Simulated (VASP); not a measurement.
## BaS: single point with PBEsol

Crystal: BaS.

```xyz
2
Lattice="0.0000 3.1506 3.1506 3.1506 0.0000 3.1506 3.1506 3.1506 0.0000" Properties=species:S:1:pos:R:3 pbc="T T T"
Ba    3.1506    3.1506    3.1506
S     0.0000    0.0000    0.0000
```

This cell differs from its parent crystal: volume scaled by 0.96.

```json
{"Program": "VASP 6.6.1", "Task": "single point", "Functional": "PBEsol", "Potentials or basis": "VASP PAW PBE potentials, release 64 (Ba_sv, S)", "Cutoff": "520 eV", "k mesh": "6 × 6 × 6", "Occupations": "gaussian, width 0.05 eV", "Spin": "non-collinear spin, zero start, spin-orbit coupling", "Starting moments": "[[0.0, 0.0, 0.0], [0.0, 0.0, 0.0]] μB", "Dipole correction": "no", "Further INCAR settings": "ALGO = Normal; EDIFF = 1e-06; NBANDS = 28"}
```

```
Pressure                                              : 1.4 GPa
Net moment                                            : 0.00 μB per cell
Valence electrons inside the program's atomic spheres : Ba 7.92; S 3.73
```

Moments on the atoms (μB; x, y, z):
```
Ba  0.00 0.00 0.00
S   0.00 0.00 0.00
```

Run time: 45 s on 1 thread of Intel(R) Xeon(R) 6975P-C (Granite Rapids), with other jobs on the host, peak memory 0.37 GiB.

Caveat: the PAW data sets were made with another functional, which shifts forces and pressure a little.
